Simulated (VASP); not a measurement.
B:

```
CELL_PARAMETERS angstrom
0.00000 1.48125 1.48125
1.48125 0.00000 1.48125
1.48125 1.48125 0.00000
ATOMIC_POSITIONS crystal
B 0.00000 0.00000 0.00000
```

| Item | Value |
| --- | --- |
| Program | VASP 6.6.1 |
| Task | relaxation of cell and atoms |
| Functional | PBE |
| Potentials or basis | VASP PAW PBE potentials, release 64 (B) |
| Cutoff | 600 eV |
| k mesh | 23 × 23 × 23 |
| Occupations | fermi-dirac, width 0.1 eV |
| Spin | no spin polarisation |

At the start: pressure -22.3 GPa; volume 6.50 Å³/atom.

Where does the relaxation end?

Over 3 steps the energy falls by 46.0 meV/atom and the volume is 5.89 Å³/atom (-9.4 %); space group Fm-3m (No. 225, to 0.05 Å).

The path:
| step | energy change (eV) | largest force (eV/Å) | pressure (GPa) | volume (Å³) |
| --- | --- | --- | --- | --- |
| 1 | 0.0000 | 0.0000 | -22.26 | 6.50 |
| 2 | -0.0399 | 0.0000 | 10.11 | 5.69 |
| 3 | -0.0460 | 0.0000 | 0.05 | 5.89 |

Final structure:
```xyz
1
Lattice="0.0000 1.4331 1.4331 1.4331 0.0000 1.4331 1.4331 1.4331 0.0000" Properties=species:S:1:pos:R:3 pbc="T T T"
B     0.0000    0.0000    0.0000
```
